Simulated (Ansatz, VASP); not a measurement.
**Two plane-wave programs on Al2BAs2**

```
Al B As
1.0
    -2.60089    2.60089    3.42287
     2.60089   -2.60089    3.42287
     2.60089    2.60089   -3.42287
Al B As
2 1 2
Cartesian
  0.0000 0.0000 5.5226
  0.0000 0.0000 1.3231
  0.0000 0.0000 3.4229
  0.0000 2.6009 1.7114
  2.6009 0.0000 1.7114
```

Alike in both runs: task relaxation of cell and atoms; functional PBE; k mesh 10 × 10 × 10; occupations gaussian, width 0.1 eV; no spin polarisation.

|  | VASP | Ansatz |
| --- | --- | --- |
| version | VASP 6.6.1 | Ansatz 0.2.0 |
| potentials or method | VASP PAW PBE potentials, release 64 (Al, B, As), cutoff 600 eV | scalar-relativistic, plane waves, PAW |
| valence electrons in the cell | 19 | 39 |

```tsv
	VASP	Ansatz	Ansatz less VASP
gap on the k mesh at the Fermi level, each at its own relaxed structure (eV)	none	none	-
relaxed volume (Å³/atom)	18.50	18.48	-0.014
relaxed cell length with the largest relative difference (Å)	5.014	5.014	+0.0001
```

A gap of «none» marks a metal or a gap that the smearing closes. VASP's potentials hold 19 valence electrons a cell and Ansatz's 39, so a difference there can come from the potentials and not from the codes.
